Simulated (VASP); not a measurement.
# GaMo (Cmmm) in VASP: single point with PBE

Aim: the single point of GaMo with PBE.

Program: VASP 6.6.1. These are calculated values, not measurements. Logs are shortened: lines on timing, memory, paths and dates and some standing lists are left out, and cuts for length are marked.

**1. The cell of the first run**

It takes space group Cmmm (No. 65, orthorhombic). The conventional cell has a = 6.308 Å, b = 6.972 Å, c = 2.777 Å, α = 90.00°, β = 90.00°, γ = 90.00°. Ga (site symmetry 2mm) has 3 Ga at 2.55 to 2.78 Å and 8 Mo at 2.71 to 2.83 Å within 3.4 Å. Within 3.6 Å of Mo (site symmetry m2m) lie 8 Ga at 2.71 to 2.83 Å and 5 Mo at 2.75 to 3.24 Å.

The cell was generated, and may not be a known phase.

**2. Single point, PBE, collinear spin**

File INCAR:

```
SYSTEM = GaMo
PREC     = Accurate       ! precision mode
ENCUT    = 520            ! plane-wave cutoff, eV
EDIFF    = 1E-6           ! SCF threshold, eV
ISMEAR   = 0              ! smearing method
SIGMA    = 0.1            ! smearing width, eV
LREAL    = .FALSE.        ! projectors in reciprocal space
LASPH    = .TRUE.         ! aspherical terms in the spheres
NELM     = 150            ! most SCF steps
ALGO     = Fast           ! electronic algorithm
ISIF     = 2              ! what is computed and relaxed
LWAVE    = .FALSE.        ! write WAVECAR
LCHARG   = .FALSE.        ! write CHGCAR
ISPIN    = 2              ! spin polarisation
MAGMOM   = 0 0 1 1        ! initial moments
LORBIT   = 11             ! projections on sites
LMAXMIX  = 4              ! l up to which the mixer works
GGA      = PE             ! functional
NBANDS   = 39             ! bands
```

File KPOINTS:

```
regular mesh
0
G
  4 4 6
  0 0 0
```

File POSCAR:

```
GaMo
1.0
    3.1540830769     -3.4859372390      0.0000000000
    3.1540830769      3.4859372390      0.0000000000
    0.0000000000      0.0000000000      2.7767230650
Ga Mo
2 2
Direct
    0.7979698361      0.7979698361      0.5000000000
    0.2020301639      0.2020301639      0.5000000000
    0.6975606710      0.3024393290      0.0000000000
    0.3024393290      0.6975606710      0.0000000000
```

Potentials or basis: VASP PAW PBE potentials, release 64 (Ga_d, Mo_sv).

Run with:

```bash
cat potpaw_PBE.64/Ga_d/POTCAR potpaw_PBE.64/Mo_sv/POTCAR > POTCAR
mpirun -np 1 vasp_std > vasp.out
```

OUTCAR:

```text
SYSTEM = GaMo
   PREC = Accurate
   ENCUT = 520
   EDIFF = 1E-6
   ISMEAR = 0
   LREAL = .FALSE.
   LASPH = .TRUE.
   NELM = 150
   ISIF = 2
   ISPIN = 2
   LORBIT = 11
   GGA = PE

 ion  position               nearest neighbor table
   1  0.798  0.798  0.500-   2 2.55   3 2.71   4 2.71   3 2.71   4 2.71   4 2.83   3 2.83   3 2.83
                             4 2.83
   2  0.202  0.202  0.500-   1 2.55   3 2.71   4 2.71   3 2.71   4 2.71   4 2.83   4 2.83   3 2.83
                             3 2.83
   3  0.698  0.302  0.000-   1 2.71   2 2.71   1 2.71   2 2.71   4 2.75   2 2.83   2 2.83   1 2.83
                             1 2.83   4 3.24   4 3.24
   4  0.302  0.698  0.000-   1 2.71   2 2.71   1 2.71   2 2.71   3 2.75   2 2.83   2 2.83   1 2.83
                             1 2.83   3 3.24   3 3.24

  LATTYP: Found a base centered orthorhombic cell.
 ALAT       =     6.3081661538
 B/A-ratio  =     1.1052141475
 C/A-ratio  =     0.4401791261

  Lattice vectors:

 A1 = (   3.1540830769,  -3.4859372390,   0.0000000000)
 A2 = (   3.1540830769,   3.4859372390,   0.0000000000)
 A3 = (   0.0000000000,   0.0000000000,   2.7767230650)

Analysis of symmetry for initial positions (statically):
=====================================================================
 Subroutine PRICEL returns:
 Original cell was already a primitive cell.

 Routine SETGRP: Setting up the symmetry group for a
 base centered orthorhombic supercell.

 Subroutine GETGRP returns: Found  8 space group operations
 (whereof  8 operations were pure point group operations)
 out of a pool of  8 trial point group operations.

The static configuration has the point symmetry D_2h.

Analysis of symmetry for dynamics (positions and initial velocities):
=====================================================================
 Subroutine PRICEL returns:
 Original cell was already a primitive cell.

 Routine SETGRP: Setting up the symmetry group for a
 base centered orthorhombic supercell.

 Subroutine GETGRP returns: Found  8 space group operations
 (whereof  8 operations were pure point group operations)
 out of a pool of  8 trial point group operations.

The dynamic configuration has the point symmetry D_2h.

Analysis of structural, dynamic, and magnetic symmetry:
=====================================================================
 Subroutine PRICEL returns:
 Original cell was already a primitive cell.

 Routine SETGRP: Setting up the symmetry group for a
 base centered orthorhombic supercell.

 Subroutine GETGRP returns: Found  8 space group operations
 (whereof  8 operations were pure point group operations)
 out of a pool of  8 trial point group operations.

The overall configuration has the point symmetry D_2h.

 Subroutine INISYM returns: Found  8 space group operations
 (whereof  8 operations are pure point group operations),
 and found     1 'primitive' translations

----------------------------------------------------------------------------------------

                                     Primitive cell

  volume of cell :      61.0598

  direct lattice vectors                    reciprocal lattice vectors
     3.154083077 -3.485937239  0.000000000     0.158524677 -0.143433449  0.000000000
     3.154083077  3.485937239  0.000000000     0.158524677  0.143433449  0.000000000
     0.000000000  0.000000000  2.776723065     0.000000000  0.000000000  0.360136743

  length of vectors
     4.701063549  4.701063549  2.776723065     0.213783131  0.213783131  0.360136743

  position of ions in fractional coordinates (direct lattice)
     0.797969836  0.797969836  0.500000000
     0.202030164  0.202030164  0.500000000
     0.697560671  0.302439329  0.000000000
     0.302439329  0.697560671  0.000000000

  ion indices of the primitive-cell ions
   primitive index   ion index
                 1           1
                 2           2
                 3           3
                 4           4

----------------------------------------------------------------------------------------

 KPOINTS: regular mesh

Automatic generation of k-mesh.
 Grid dimensions read from file:
 generate k-points for:    4    4    6

 Generating k-lattice:

  Cartesian coordinates                     Fractional coordinates (reciprocal lattice)
     0.039631169 -0.035858362  0.000000000     0.250000000  0.000000000  0.000000000
     0.039631169  0.035858362  0.000000000     0.000000000  0.250000000  0.000000000
     0.000000000  0.000000000  0.060022790     0.000000000  0.000000000  0.166666667

  Length of vectors
     0.053445783  0.053445783  0.060022790

  Shift w.r.t. Gamma in fractional coordinates (k-lattice)
     0.000000000  0.000000000  0.000000000

 Subroutine IBZKPT returns following result:
 ===========================================

 Found     28 irreducible k-points:

 Following reciprocal coordinates:
            Coordinates               Weight
  0.000000  0.000000  0.000000      1.000000
  0.250000 -0.000000  0.000000      4.000000
  0.500000 -0.000000  0.000000      2.000000
  0.250000  0.250000  0.000000      2.000000
  0.500000  0.250000  0.000000      4.000000
 -0.250000  0.250000  0.000000      2.000000
[... 16 lines left out ...]
  0.250000 -0.000000  0.500000      4.000000
  0.500000 -0.000000  0.500000      2.000000
 [... further k-points ...]
   k-points           NKPTS =     28   k-points in BZ     NKDIM =     28   number of bands    NBANDS=     39
   number of dos      NEDOS =    301   number of ions     NIONS =      4
   total plane-waves  NPLWV =  31104
   dimension x,y,z NGX =    36 NGY =   36 NGZ =   24
   dimension x,y,z NGXF=    72 NGYF=   72 NGZF=   48
   ions per type =               2   2
   NGX,Y,Z   is equivalent  to a cutoff of  12.73, 12.73, 14.37 a.u.
   NGXF,Y,Z  is equivalent  to a cutoff of  25.46, 25.46, 28.74 a.u.
 SYSTEM =  GaMo
   PREC   = accura    normal or accurate (medium, high low for compatibility)
   ISTART =      0    job   : 0-new  1-cont  2-samecut
   ICHARG =      2    charge: 1-file 2-atom 10-const
   ISPIN  =      2    spin polarized calculation?
   LNONCOLLINEAR =      F non collinear calculations
   LSORBIT =      F    spin-orbit coupling
   LASPH  =      T    aspherical Exc in radial PAW
   ENCUT  =  520.0 eV  38.22 Ry    6.18 a.u.   8.74  8.74  5.16*2*pi/ulx,y,z
   NELM   =    150;   NELMIN=  2; NELMDL= -5     # of ELM steps
   EDIFF  = 0.1E-05   stopping-criterion for ELM
   LREAL  =      F    real-space projection
   EDIFFG = 0.1E-04   stopping-criterion for IOM
   NSW    =      0    number of steps for IOM
   IBRION =     -1    ionic relax: 0-MD 1-quasi-New 2-CG
   NFREE  =      0    steps in history (QN), initial steepest desc. (CG)
   ISIF   =      2    stress and relaxation
   ISYM   =      2    0-nonsym 1-usesym 2-fastsym
   POTIM  = 0.5000    time-step for ionic-motion
   TEBEG  =    0.0;   TEEND  =   0.0 temperature during run
   PSTRESS=    0.0 pullay stress
   NELECT =      54.0000    total number of electrons
   NUPDOWN=      -1.0000    fix difference up-down
   EMIN   =  10.00;   EMAX   =-10.00  energy-range for DOS
   EFERMI =   0.00;   METHOD = LEGACY
   ISMEAR =     0;   SIGMA  =   0.10  broadening in eV -4-tet -1-fermi 0-gaus
   EFERMI_NEDOS =   21; number of points for ismear=-14 and -15
   IALGO  =     68    algorithm
   IMIX   =      4    mixing-type and parameters
     AMIX     =   0.40;   BMIX     =  1.00
     AMIX_MAG =   1.60;   BMIX_MAG =  1.00
  volume/ion in A,a.u.               =      15.26       103.01
  Fermi-wavevector in a.u.,A,eV,Ry     =   1.571403  2.969522 33.596980  2.469308
  Thomas-Fermi vector in A             =   2.672992
   LORBIT       =     11    0 simple, 1 ext, 2 COOP (PROOUT), +10 PAW based schemes
   GGA     = PE    functional components
   LHFCALC =     F    Hartree Fock is set to
   AEXX    =    0.0000 exact exchange contribution
   IVDW    =     0    specifies the selected vdW correction
   LEPSILON=     F    determine dielectric tensor
   LRPA    =     F    only Hartree local field effects (RPA)
 spin polarized calculation
 RMM-DIIS sequential band-by-band and
 Gauss-broadening in eV      SIGMA  =   0.10
  energy-cutoff  :      520.00
  volume of cell :       61.06
 maximum number of plane-waves:      1662
 NGX is ok and might be reduce to    36
   NGX = 17   NGY = 17   NGZ = 11

 number of electron      54.0000012 magnetization      -0.0029817

 number of electron      54.0000012 magnetization       0.0000843

 Free energy of the ion-electron system (eV)
  ---------------------------------------------------
  ext. energy  EPLUGINS =         0.00000000
  ---------------------------------------------------
  free energy    TOTEN  =       -27.43546367 eV

  energy without entropy =      -27.42329463  energy(sigma->0) =      -27.42937915

 E-fermi :  10.1637     XC(G=0): -12.8345

 val. band max:       10.1616514681   @ k =   0.5000  -0.0000   0.1667
 cond. band min:      10.1744269970   @ k =   0.5000  -0.0000   0.3333
 fundamental gap:      0.0127755288
 Fermi energy:        10.1636724730

 spin component 1

 k-point     1 :       0.0000    0.0000    0.0000
  band No.  band energies     occupation
      1     -50.8043      1.00000
      2     -50.7374      1.00000
      3     -25.1261      1.00000
      4     -24.9299      1.00000
      5     -24.7954      1.00000
      6     -24.6797      1.00000
[... 31 lines left out ...]
     38      21.7045      0.00000
     39      21.7854      0.00000
[... 964 lines left out ...]
     38      19.9079      0.00000
     39      20.0918      0.00000

 [... further k-points ...]

 spin component 2

 k-point     1 :       0.0000    0.0000    0.0000
  band No.  band energies     occupation
      1     -50.8043      1.00000
      2     -50.7374      1.00000
      3     -25.1260      1.00000
      4     -24.9299      1.00000
      5     -24.7954      1.00000
      6     -24.6796      1.00000
[... 31 lines left out ...]
     38      21.7046      0.00000
     39      21.7849      0.00000
[... 964 lines left out ...]
     38      19.9083      0.00000
     39      20.0783      0.00000

 [... further k-points ...]
[... 5 lines left out ...]
  --------------------------------------------------------------------------------------
  -------------------------------------------------------------------------------------
  Total        0.2081599      0.3661024      0.0238670     -0.0000000      0.0000000      0.0000000
  in kB        5.4620087      9.6063397      0.6262589     -0.0000000      0.0000000      0.0000000
  external PRESSURE =       5.2315358 kB  Pullay stress =       0.0000000 kB

 VOLUME and BASIS-vectors are now :
 -----------------------------------------------------------------------------
  energy-cutoff  :      520.00
  volume of cell :       61.06
      direct lattice vectors                 reciprocal lattice vectors
     3.154083077 -3.485937239  0.000000000     0.158524677 -0.143433449  0.000000000
     3.154083077  3.485937239  0.000000000     0.158524677  0.143433449  0.000000000
     0.000000000  0.000000000  2.776723065     0.000000000  0.000000000  0.360136743

 POSITION                                       TOTAL-FORCE (eV/Angst)
 -----------------------------------------------------------------------------------
      5.03373      0.00000      1.38836         0.067647      0.000000      0.000000
      1.27444      0.00000      1.38836        -0.067647      0.000000     -0.000000
      3.15408     -1.37737      0.00000         0.000000      0.013628      0.000000
      3.15408      1.37737      0.00000         0.000000     -0.013628      0.000000
 -----------------------------------------------------------------------------------
    total drift:                               -0.000000     -0.000000     -0.000000

  FREE ENERGIE OF THE ION-ELECTRON SYSTEM (eV)
  ---------------------------------------------------
  free  energy   TOTEN  =       -27.4354636733 eV

  energy  without entropy=      -27.4232946325  energy(sigma->0) =      -27.42937915

 total charge

# of ion       s       p       d       tot
------------------------------------------
    1        0.864   0.919  10.011  11.794
    2        0.864   0.919  10.011  11.794
    3        2.297   6.143   3.991  12.431
    4        2.297   6.143   3.991  12.431
--------------------------------------------------
tot          6.322  14.125  28.003  48.449

 magnetization (x)

# of ion       s       p       d       tot
------------------------------------------
    1        0.000   0.000  -0.000   0.000
    2        0.000   0.000  -0.000   0.000
    3        0.000   0.000   0.000   0.000
    4        0.000   0.000   0.000   0.000
--------------------------------------------------
tot          0.000   0.000   0.000   0.000
```

Run time: 58 s. Hardware: 1 thread of Intel Xeon 6975P-C (Granite Rapids), shared host; peak memory 0.25 GiB.

Results:

```
Free energy                                           : -27.4355 eV
Pressure                                              : 0.5 GPa
Largest force                                         : 0.068 eV/Å
Band gap on the k mesh                                : zero (filled and empty bands overlap)
Net moment                                            : 0.00 μB per cell
Valence electrons inside the program's atomic spheres : Ga 11.79; Mo 12.43
```

Forces on the atoms (eV/Å):
```
Ga   0.068  0.000  0.000
Ga  -0.068  0.000  0.000
Mo   0.000  0.014  0.000
Mo   0.000 -0.014  0.000
```

Stress tensor (GPa, compression positive):
```
0.55 0.00 0.00
0.00 0.96 0.00
0.00 0.00 0.06
```

Levels at points of the mesh, in eV from the Fermi level:
Spin up:
```tsv
k point	band 23	band 24	band 25	band 26	band 27	band 28	band 29	band 30	band 31	band 32
(0.00, 0.00, 0.00)	-2.94	-2.58	-2.20	-1.13	0.78	1.14	1.57	1.76	2.04	3.47
(0.50, 0.00, 0.00)	-2.98	-2.57	-2.48	-1.73	0.69	0.99	1.01	1.49	1.95	3.45
(0.50, 0.50, 0.00)	-2.75	-2.65	-2.00	-1.65	0.29	0.56	0.82	1.31	2.03	2.07
(0.00, 0.00, 0.50)	-4.11	-3.10	-2.26	-1.62	0.58	0.74	1.47	3.27	3.34	4.29
(0.50, 0.00, 0.50)	-3.66	-3.19	-1.36	-1.07	0.38	0.40	1.21	1.50	3.07	3.85
(0.50, 0.50, 0.50)	-1.87	-1.61	-1.60	-1.34	-0.91	-0.55	0.29	0.95	2.30	2.88
```
Spin down:
```csv
k point,band 24,band 25,band 26,band 27,band 28,band 29,band 30,band 31
"(0.00, 0.00, 0.00)",-2.58,-2.20,-1.13,0.78,1.14,1.57,1.76,2.04
"(0.50, 0.00, 0.00)",-2.57,-2.48,-1.73,0.69,0.99,1.01,1.49,1.95
"(0.50, 0.50, 0.00)",-2.65,-2.00,-1.65,0.29,0.56,0.82,1.31,2.03
"(0.00, 0.00, 0.50)",-3.10,-2.26,-1.62,0.58,0.74,1.47,3.27,3.34
"(0.50, 0.00, 0.50)",-3.19,-1.36,-1.07,0.38,0.40,1.21,1.50,3.07
"(0.50, 0.50, 0.50)",-1.61,-1.60,-1.34,-0.91,-0.55,0.29,0.95,2.30
```

Caveat: the k points lie up to 0.38 Å⁻¹ apart, too coarse for converged energies and pressures of a metal.
